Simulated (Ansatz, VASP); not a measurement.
**One calculation of BaMg2N2, two programs**

```
Ba Mg N
1.0
     5.36573    0.00000    0.00000
    -2.68287    4.64686    0.00000
     0.00000    0.00000    6.37162
Ba Mg N
1 2 2
Direct
  0.00000 0.00000 0.00000
  0.33333 0.66667 0.50000
  0.66667 0.33333 0.50000
  0.00000 0.00000 0.40893
  0.00000 0.00000 0.59107
```

Alike in both runs: functional PBE; k mesh 6 × 6 × 2; occupations gaussian, width 0.1 eV; no spin polarisation.

Ansatz relaxed the structure, and its values are those at the end. VASP's run is a single point on that final structure, the one shown.

|  | VASP | Ansatz |
| --- | --- | --- |
| version | VASP 6.6.1 | Ansatz 0.2.0 |
| potentials or method | VASP PAW PBE potentials, release 64 (Ba_sv, Mg, N), cutoff 520 eV | scalar-relativistic, plane waves, PAW |
| valence electrons in the cell | 24 | 40 |

|  | VASP | Ansatz | Ansatz less VASP |
| --- | --- | --- | --- |
| gap on the k mesh at the Fermi level (eV) | none | none | - |
| pressure (GPa) | 0.7 | 0.2 | -0.47 |
| rms of the force components (eV/Å) | 0.212 | 0.005 | -0.2074 |

A gap of «none» marks a metal or a gap that the smearing closes. One of these differences is far larger than is usual between the two programs; its cause wasn't traced. The functional is the same, so the differences come from potentials, cutoffs and numerics. VASP's potentials hold 24 valence electrons a cell and Ansatz's 40, so a difference there can come from the potentials and not from the codes.

The k mesh is coarse, so the values compare programs but aren't converged. Spin-orbit coupling is off throughout. Noted on VASP's run: the standard files for N, O and F lose accuracy on very short bonds.
